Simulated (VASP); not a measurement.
Runs of VASP 6.6.1 on Mo3As. The structure is that of space group P-6m2 (No. 187), or close to it. The cells are those of the table. 

```csv
spin,cell,k mesh,gap on the mesh (eV),pressure (GPa),largest force (eV/Å)
off,"a = 3.961, b = 3.961, c = 5.473 Å, angles 90.0, 90.0, 120.0°, 4 atoms",6 × 6 × 4,none,130.7,37.62
off,"a = 3.020, b = 3.020, c = 8.893 Å, angles 90.0, 90.0, 120.0°, 4 atoms",18 × 18 × 6,none,0.3,0.01
off,"a = 3.043, b = 3.043, c = 8.821 Å, angles 90.0, 90.0, 120.0°, 4 atoms",6 × 6 × 4,none,(b),0.01
"collinear, ferromagnetic start","a = 3.043, b = 3.043, c = 8.821 Å, angles 90.0, 90.0, 120.0°, 4 atoms",6 × 6 × 2,none,(a),0.07
```

Alike in all rows: task single point; level PBE; potentials or basis VASP PAW PBE potentials, release 64 (Mo_sv, As); cutoff (eV) 520; smearing gaussian 0.1 eV.

Task: Estimate the missing entries.

Result: (a) 0.1; (b) 0.4.

Caveats: some runs use coarse meshes; forces of over 1 eV/Å act on the atoms, so gaps and moduli don't describe the material at rest (some runs).

A k mesh can miss the band edges, and the runs leave out spin-orbit coupling on As, Mo.

A gap of «none» marks levels without a gap at the run's occupations.
